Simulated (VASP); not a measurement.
A run of VASP 6.6.1 is set up as follows.

Contents of INCAR:

```
SYSTEM = Al
PREC     = Accurate       ! precision mode
ENCUT    = 520            ! plane-wave cutoff, eV
EDIFF    = 1E-6           ! SCF threshold, eV
ISMEAR   = 0              ! smearing method
SIGMA    = 0.15           ! smearing width, eV
LREAL    = .FALSE.        ! projectors in reciprocal space
LASPH    = .TRUE.         ! aspherical terms in the spheres
NELM     = 100            ! most SCF steps
ALGO     = Fast           ! electronic algorithm
ISIF     = 2              ! what is computed and relaxed
LWAVE    = .FALSE.        ! write WAVECAR
LCHARG   = .FALSE.        ! write CHGCAR
GGA      = PE             ! functional
NBANDS   = 8              ! bands
```

The input KPOINTS:

```
Automatic mesh
0
G
  20 20 20
  0 0 0
```

Contents of POSCAR:

```
Al
1.0
    0.0000000000      2.0745795000      2.1251790000
    2.0745795000      0.0000000000      2.1251790000
    2.0745795000      2.0745795000      0.0000000000
Al
1
Direct
    0.0000000000      0.0000000000      0.0000000000
```

Potentials or basis: VASP PAW PBE potentials, release 64 (Al).

Command:

```console
$ cat potpaw_PBE.64/Al/POTCAR > POTCAR
$ mpirun -np 1 vasp_std > vasp.out
```

(1) Estimate the band gap on the k mesh.

(2) What does it give for the pressure?

## Answers

(1) zero (an odd number of electrons rules out a gap without spin polarisation).

(2) -6.3 GPa.

Caveat: the cell differs from its parent crystal (strain +0.025 along x and y, +0.050 along z); the cell stands under tension.
